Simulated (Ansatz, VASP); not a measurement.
**CuAu3 in VASP and in Ansatz**

File INCAR:

```
PREC = Accurate
ENCUT = 520
EDIFF = 1E-6
ISMEAR = -1
SIGMA = 0.1
LREAL = F
LASPH = T
NELM = 80
ALGO = Normal
ISIF = 2
LWAVE = F
LCHARG = F
GGA = PS
NBANDS = 30
```

KPOINTS

```
regular mesh
0
Gamma
  7 7 7
```

POSCAR

```
CuAu3
1.0
    3.9800000000      0.0000000000      0.0000000000
    0.0000000000      3.9800000000      0.0000000000
    0.0000000000      0.0000000000      3.9800000000
Cu Au
1 3
Direct
    0.0000000000      0.0000000000      0.0000000000
    0.0000000000      0.5000000000      0.5000000000
    0.5000000000      0.0000000000      0.5000000000
    0.5000000000      0.5000000000      0.0000000000
```

Input for Ansatz:

```yaml
crystal:
  lattice:
    - [3.98, 0.0, 0.0]
    - [0.0, 3.98, 0.0]
    - [0.0, 0.0, 3.98]
  atoms:
    - { symbol: Cu, position: [0.0, 0.0, 0.0] }
    - { symbol: Au, position: [0.0, 0.5, 0.5] }
    - { symbol: Au, position: [0.5, 0.0, 0.5] }
    - { symbol: Au, position: [0.5, 0.5, 0.0] }
basis:
  ecutwfc: 450.0
kpoints:
  mp_grid:
    grid: [7, 7, 7]
hamiltonian:
  xc: pbesol
scf:
  occupations:
    method: fermi_dirac
output:
  forces: true
  stress: true
```

Alike in both runs: task single point; functional PBEsol; k mesh 7 × 7 × 7; no spin polarisation.

|  | VASP | Ansatz |
| --- | --- | --- |
| version | VASP 6.6.1 | Ansatz 0.2.0 |
| potentials or method | VASP PAW PBE potentials, release 64 (Cu, Au), cutoff 520 eV | plane waves, PAW |
| occupations | fermi-dirac, width 0.1 eV | fermi-dirac |
| valence electrons in the cell | 44 | 76 |

|  | VASP | Ansatz | Ansatz less VASP |
| --- | --- | --- | --- |
| pressure (GPa) | -1.1 | -0.9 | +0.16 |

VASP's potentials were made for PBE, not for PBEsol. VASP's potentials hold 44 valence electrons a cell and Ansatz's 76, so a difference there can come from the potentials and not from the codes.

Spin-orbit coupling is off throughout.
